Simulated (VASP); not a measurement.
# Ca (P6_3/mmc) in VASP: notebook

Ca is run at these levels: LDA; tasks: single point.

Program: VASP 6.6.1. These are calculated values, not measurements. Logs are shortened: lines on timing, memory, paths and dates and some standing lists are left out, and cuts for length are marked.

**1. The cell of the first run**

It takes space group P6_3/mmc (No. 194, hexagonal). Conventional cell: a = 3.676 Å, b = 3.676 Å, c = 6.073 Å, α = 90.00°, β = 90.00°, γ = 120.00°. Ca (site symmetry -6m2) has 12 Ca at 3.68 to 3.70 Å within 4.8 Å.

This isn't the form of Ca at room conditions, which is fcc.

**2. Single point, LDA**

Input file INCAR:

```
SYSTEM = Ca
ALGO     = Normal         ! electronic algorithm
EDIFF    = 1E-6           ! SCF threshold, eV
ENCUT    = 520            ! plane-wave cutoff, eV
ISIF     = 2              ! what is computed and relaxed
ISMEAR   = -1             ! smearing method
LASPH    = .TRUE.         ! aspherical terms in the spheres
LCHARG   = .FALSE.        ! write CHGCAR
LREAL    = .FALSE.        ! projectors in reciprocal space
LWAVE    = .FALSE.        ! write WAVECAR
NBANDS   = 17             ! bands
NELM     = 80             ! most SCF steps
PREC     = Accurate       ! precision mode
SIGMA    = 0.08           ! smearing width, eV
```

Input file KPOINTS:

```
k-points
0
G
  12 12 7
  0 0 0
```

Input file POSCAR:

```
Ca
1.0
    3.6764498933      0.0000000000      0.0000000000
   -1.8382249466      3.1838990033      0.0000000000
    0.0000000000      0.0000000000      6.0733416614
Ca
2
Direct
    0.3333333333      0.6666666667      0.2500000000
    0.6666666667      0.3333333333      0.7500000000
```

Potentials or basis: VASP PAW LDA potentials, release 64 (Ca_sv).

On the command line:

```
$ cat potpaw_LDA.64/Ca_sv/POTCAR > POTCAR
$ mpirun -np 1 vasp_std > vasp.out
```

OUTCAR:

```text
SYSTEM = Ca
   EDIFF = 1E-6
   ENCUT = 520
   ISIF = 2
   ISMEAR = -1
   LASPH = .TRUE.
   LREAL = .FALSE.
   NELM = 80
   PREC = Accurate

 ion  position               nearest neighbor table
   1  0.333  0.667  0.250-
   2  0.667  0.333  0.750-

  LATTYP: Found a hexagonal cell.
 ALAT       =     3.6764498933
 C/A-ratio  =     1.6519582308

  Lattice vectors:

 A1 = (   3.6764498933,   0.0000000000,   0.0000000000)
 A2 = (  -1.8382249466,   3.1838990033,   0.0000000000)
 A3 = (   0.0000000000,   0.0000000000,   6.0733416614)

Analysis of symmetry for initial positions (statically):
=====================================================================
 Subroutine PRICEL returns:
 Original cell was already a primitive cell.

 Routine SETGRP: Setting up the symmetry group for a
 hexagonal supercell.

 Subroutine GETGRP returns: Found 24 space group operations
 (whereof 12 operations were pure point group operations)
 out of a pool of 24 trial point group operations.

The static configuration has the point symmetry D_3d.
 The point group associated with its full space group is D_6h.

Analysis of symmetry for dynamics (positions and initial velocities):
=====================================================================
 Subroutine PRICEL returns:
 Original cell was already a primitive cell.

 Routine SETGRP: Setting up the symmetry group for a
 hexagonal supercell.

 Subroutine GETGRP returns: Found 24 space group operations
 (whereof 12 operations were pure point group operations)
 out of a pool of 24 trial point group operations.

The dynamic configuration has the point symmetry D_3d.
 The point group associated with its full space group is D_6h.

 Subroutine INISYM returns: Found 24 space group operations
 (whereof 12 operations are pure point group operations),
 and found     1 'primitive' translations

----------------------------------------------------------------------------------------

                                     Primitive cell

  volume of cell :      71.0912

  direct lattice vectors                    reciprocal lattice vectors
     3.676449893  0.000000000  0.000000000     0.272001531  0.157040157  0.000000000
    -1.838224947  3.183899003  0.000000000     0.000000000  0.314080314  0.000000000
     0.000000000  0.000000000  6.073341661     0.000000000  0.000000000  0.164654000

  length of vectors
     3.676449893  3.676449893  6.073341661     0.314080314  0.314080314  0.164654000

  position of ions in fractional coordinates (direct lattice)
     0.333333333  0.666666667  0.250000000
     0.666666667  0.333333333  0.750000000

  ion indices of the primitive-cell ions
   primitive index   ion index
                 1           1
                 2           2

----------------------------------------------------------------------------------------

 KPOINTS: k-points

Automatic generation of k-mesh.
 Grid dimensions read from file:
 generate k-points for:   12   12    7

 Generating k-lattice:

  Cartesian coordinates                     Fractional coordinates (reciprocal lattice)
     0.022666794  0.013086680  0.000000000     0.083333333  0.000000000  0.000000000
     0.000000000  0.026173360  0.000000000     0.000000000  0.083333333  0.000000000
     0.000000000  0.000000000  0.023522000     0.000000000  0.000000000  0.142857143

  Length of vectors
     0.026173360  0.026173360  0.023522000

  Shift w.r.t. Gamma in fractional coordinates (k-lattice)
     0.000000000  0.000000000  0.000000000

 Subroutine IBZKPT returns following result:
 ===========================================

 Found     76 irreducible k-points:

 Following reciprocal coordinates:
            Coordinates               Weight
  0.000000  0.000000  0.000000      1.000000
  0.083333 -0.000000  0.000000      6.000000
  0.166667 -0.000000  0.000000      6.000000
  0.250000 -0.000000  0.000000      6.000000
  0.333333  0.000000  0.000000      6.000000
  0.416667 -0.000000  0.000000      6.000000
[... 16 lines left out ...]
  0.250000 -0.000000  0.142857     12.000000
  0.333333  0.000000  0.142857     12.000000
 [... further k-points ...]
   k-points           NKPTS =     76   k-points in BZ     NKDIM =     76   number of bands    NBANDS=     17
   number of dos      NEDOS =    301   number of ions     NIONS =      2
   total plane-waves  NPLWV =  37632
   dimension x,y,z NGX =    28 NGY =   28 NGZ =   48
   dimension x,y,z NGXF=    56 NGYF=   56 NGZF=   96
   ions per type =               2
   NGX,Y,Z   is equivalent  to a cutoff of  12.66, 12.66, 13.14 a.u.
   NGXF,Y,Z  is equivalent  to a cutoff of  25.32, 25.32, 26.28 a.u.
 SYSTEM =  Ca
   PREC   = accura    normal or accurate (medium, high low for compatibility)
   ISTART =      0    job   : 0-new  1-cont  2-samecut
   ICHARG =      2    charge: 1-file 2-atom 10-const
   ISPIN  =      1    spin polarized calculation?
   LNONCOLLINEAR =      F non collinear calculations
   LSORBIT =      F    spin-orbit coupling
   LASPH  =      T    aspherical Exc in radial PAW
   ENCUT  =  520.0 eV  38.22 Ry    6.18 a.u.   6.84  6.84 11.29*2*pi/ulx,y,z
   NELM   =     80;   NELMIN=  2; NELMDL= -5     # of ELM steps
   EDIFF  = 0.1E-05   stopping-criterion for ELM
   LREAL  =      F    real-space projection
   EDIFFG = 0.1E-04   stopping-criterion for IOM
   NSW    =      0    number of steps for IOM
   IBRION =     -1    ionic relax: 0-MD 1-quasi-New 2-CG
   NFREE  =      0    steps in history (QN), initial steepest desc. (CG)
   ISIF   =      2    stress and relaxation
   ISYM   =      2    0-nonsym 1-usesym 2-fastsym
   POTIM  = 0.5000    time-step for ionic-motion
   TEBEG  =    0.0;   TEEND  =   0.0 temperature during run
   PSTRESS=    0.0 pullay stress
   NELECT =      20.0000    total number of electrons
   NUPDOWN=      -1.0000    fix difference up-down
   EMIN   =  10.00;   EMAX   =-10.00  energy-range for DOS
   EFERMI =   0.00;   METHOD = LEGACY
   ISMEAR =    -1;   SIGMA  =   0.08  broadening in eV -4-tet -1-fermi 0-gaus
   EFERMI_NEDOS =   21; number of points for ismear=-14 and -15
   IALGO  =     38    algorithm
   IMIX   =      4    mixing-type and parameters
     AMIX     =   0.40;   BMIX     =  1.00
     AMIX_MAG =   1.60;   BMIX_MAG =  1.00
  volume/ion in A,a.u.               =      35.55       239.87
  Fermi-wavevector in a.u.,A,eV,Ry     =   1.072703  2.027115 15.656120  1.150692
  Thomas-Fermi vector in A             =   2.208481
   LORBIT       =      0    0 simple, 1 ext, 2 COOP (PROOUT), +10 PAW based schemes
   GGA     = CA    functional components
   LHFCALC =     F    Hartree Fock is set to
   AEXX    =    0.0000 exact exchange contribution
   IVDW    =     0    specifies the selected vdW correction
   LEPSILON=     F    determine dielectric tensor
   LRPA    =     F    only Hartree local field effects (RPA)
 non-spin polarized calculation
  energy-cutoff  :      520.00
  volume of cell :       71.09
 maximum number of plane-waves:      1941
 NGX is ok and might be reduce to    28
   NGX = 13   NGY = 13   NGZ = 23

 number of electron      19.9999999 magnetization

 Free energy of the ion-electron system (eV)
  ---------------------------------------------------
  ext. energy  EPLUGINS =         0.00000000
  ---------------------------------------------------
  free energy    TOTEN  =        -4.40034351 eV

  energy without entropy =       -4.34716625  energy(sigma->0) =       -4.37375488

 E-fermi :   2.5335     XC(G=0):  -8.5372

 val. band max:        2.5275706660   @ k =   0.0000   0.0000   0.0000
 cond. band min:       2.5389654728   @ k =   0.2500   0.0833   0.0000
 fundamental gap:      0.0113948068
 Fermi energy:         2.5334511226

 k-point     1 :       0.0000    0.0000    0.0000
  band No.  band energies     occupation
      1     -38.6608      2.00000
      2     -38.6301      2.00000
      3     -20.0879      2.00000
      4     -19.8693      2.00000
      5     -19.8693      2.00000
      6     -19.8360      2.00000
[... 9 lines left out ...]
     16       5.2991      0.00000
     17       5.8103      0.00000

 k-point     2 :       0.0833   -0.0000    0.0000
  band No.  band energies     occupation
      1     -38.6588      2.00000
      2     -38.6291      2.00000
      3     -20.0819      2.00000
      4     -19.8834      2.00000
      5     -19.8736      2.00000
      6     -19.8507      2.00000
[... 9 lines left out ...]
     16       5.3935      0.00000
     17       5.6604      0.00000

 k-point     3 :       0.1667   -0.0000    0.0000
  band No.  band energies     occupation
      1     -38.6534      2.00000
      2     -38.6263      2.00000
      3     -20.0647      2.00000
      4     -19.9223      2.00000
      5     -19.8901      2.00000
      6     -19.8853      2.00000
[... 9 lines left out ...]
     16       5.3361      0.00000
     17       5.5093      0.00000

 k-point     4 :       0.2500   -0.0000    0.0000
  band No.  band energies     occupation
      1     -38.6457      2.00000
      2     -38.6228      2.00000
      3     -20.0391      2.00000
      4     -19.9759      2.00000
      5     -19.9425      2.00000
      6     -19.9008      2.00000
[... 9 lines left out ...]
     16       5.6688      0.00000
     17       5.7714      0.00000
[... 343 lines left out ...]
      1     -38.6520      2.00000
      2     -38.6277      2.00000
      3     -20.0555      2.00000
      4     -19.9192      2.00000
      5     -19.8965      2.00000
      6     -19.8833      2.00000
[... 9 lines left out ...]
     16       5.5061      0.00000
     17       5.6916      0.00000

 k-point    23 :       0.2500   -0.0000    0.1429
  band No.  band energies     occupation
      1     -38.6445      2.00000
      2     -38.6240      2.00000
      3     -20.0371      2.00000
      4     -19.9683      2.00000
      5     -19.9479      2.00000
      6     -19.8985      2.00000
[... 9 lines left out ...]
     16       5.7843      0.00000
     17       5.7933      0.00000

 k-point    24 :       0.3333    0.0000    0.1429
  band No.  band energies     occupation
      1     -38.6366      2.00000
      2     -38.6207      2.00000
      3     -20.0436      2.00000
      4     -20.0042      2.00000
      5     -19.9825      2.00000
      6     -19.9132      2.00000
[... 9 lines left out ...]
     16       6.1495      0.00000
     17       6.3173      0.00000

 [... further k-points ...]

------------------------ aborting loop because EDIFF is reached ----------------------------------------

  FORCE on cell =-STRESS in cart. coord.  units (eV):
  Direction    XX          YY          ZZ          XY          YZ          ZX
  --------------------------------------------------------------------------------------
  -------------------------------------------------------------------------------------
  Total        0.7151953      0.7151953      0.7139590      0.0000000      0.0000000      0.0000000
  in kB       16.1183130     16.1183130     16.0904508      0.0000000      0.0000000      0.0000000
  external PRESSURE =      16.1090256 kB  Pullay stress =       0.0000000 kB

 VOLUME and BASIS-vectors are now :
 -----------------------------------------------------------------------------
  energy-cutoff  :      520.00
  volume of cell :       71.09
      direct lattice vectors                 reciprocal lattice vectors
     3.676449893  0.000000000  0.000000000     0.272001531  0.157040157  0.000000000
    -1.838224947  3.183899003  0.000000000     0.000000000  0.314080314  0.000000000
     0.000000000  0.000000000  6.073341661     0.000000000  0.000000000  0.164654000

 POSITION                                       TOTAL-FORCE (eV/Angst)
 -----------------------------------------------------------------------------------
     -0.00000      2.12260      1.51834        -0.000000      0.000000      0.000000
      1.83822      1.06130      4.55501         0.000000     -0.000000     -0.000000
 -----------------------------------------------------------------------------------
    total drift:                               -0.000000      0.000000      0.000000

  FREE ENERGIE OF THE ION-ELECTRON SYSTEM (eV)
  ---------------------------------------------------
  free  energy   TOTEN  =        -4.4003435130 eV

  energy  without entropy=       -4.3471662543  energy(sigma->0) =       -4.37375488
```

It took 27 s on 1 thread of Intel Xeon 6975P-C (Granite Rapids), shared host; peak memory 0.2 GiB.

Results:

* Free energy: -4.4003 eV
* Pressure: 1.6 GPa
* Band gap on the k mesh: zero (bands 10 and 11 overlap by 0.35 eV)

**3. Single point, LDA**

Input file INCAR:

```
  ALGO = Normal
  EDIFF = 1E-6
  ENCUT = 520
  ISIF = 2
  ISMEAR = -1
  LASPH = True
  LCHARG = False
  LREAL = False
  LWAVE = False
  NBANDS = 17
  NELM = 100
  PREC = Accurate
  SIGMA = 0.08
```

Input file KPOINTS:

```
k-points
0
Gamma
  12 12 7
```

POSCAR is that of step 2.

Potentials or basis: VASP PAW LDA potentials, release 64 (Ca_sv).

On the command line:

```
$ cat potpaw_LDA.64/Ca_sv/POTCAR > POTCAR
$ mpirun -np 1 vasp_std > vasp.out
```

Run time: 26 s. Hardware: 1 thread of Intel Xeon 6975P-C (Granite Rapids), shared host; peak memory 0.2 GiB.

It converged, with:

```
Free energy            : -4.4003 eV
Pressure               : 1.6 GPa
Band gap on the k mesh : zero (bands 10 and 11 overlap by 0.35 eV)
```

Levels at points of the mesh, in eV from the Fermi level:
| k point | band 8 | band 9 | band 10 | band 11 | band 12 | band 13 |
| --- | --- | --- | --- | --- | --- | --- |
| (0.00, 0.00, 0.00) | -22.36 | -4.35 | -1.19 | -0.01 | 2.33 | 2.40 |
| (0.50, 0.00, 0.00) | -22.41 | -1.14 | -0.61 | 0.04 | 0.26 | 1.50 |
